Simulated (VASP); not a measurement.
## Sn: single point with LDA

Sn:

```
Sn
1.0
     3.41297    0.00000    0.00000
    -1.70648    2.95571    0.00000
     0.00000    0.00000    5.67878
Sn
2
Direct
  0.33333 0.66667 0.25000
  0.66667 0.33333 0.75000
```

This isn't the form of Sn at room conditions, which is tetragonal (white tin).

```
Program                : VASP 6.6.1
Task                   : single point
Functional             : LDA
Potentials or basis    : VASP PAW LDA potentials, release 64 (Sn_d)
Cutoff                 : 520 eV
k mesh                 : 12 × 12 × 7
Occupations            : fermi-dirac, width 0.1 eV
Spin                   : no spin polarisation
Dipole correction      : no
Further INCAR settings : ALGO = Normal; EDIFF = 1e-06; NBANDS = 21
```

```yaml
Pressure: -5.1 GPa
Band_gap_on_the_k_mesh: zero (bands 14 and 15 overlap by 7.69 eV)
```

Stress tensor (GPa, compression positive):
```
-4.82  0.00  0.00
 0.00 -4.82  0.00
 0.00  0.00 -5.54
```

Levels at points of the mesh, in eV from the Fermi level:
| k point | band 12 | band 13 | band 14 | band 15 | band 16 | band 17 |
| --- | --- | --- | --- | --- | --- | --- |
| (0.00, 0.00, 0.00) | -6.90 | -4.31 | 5.60 | 5.60 | 7.00 | 7.19 |
| (0.50, 0.00, 0.00) | -5.78 | -2.49 | -1.51 | -0.65 | 1.34 | 2.16 |

It took 110 s on 1 thread of Intel Xeon 8259CL, on a shared host, peak memory 0.2 GiB.

Caveat: the cell stands under tension; spin-orbit coupling is left out, which moves the levels of the heavy elements.
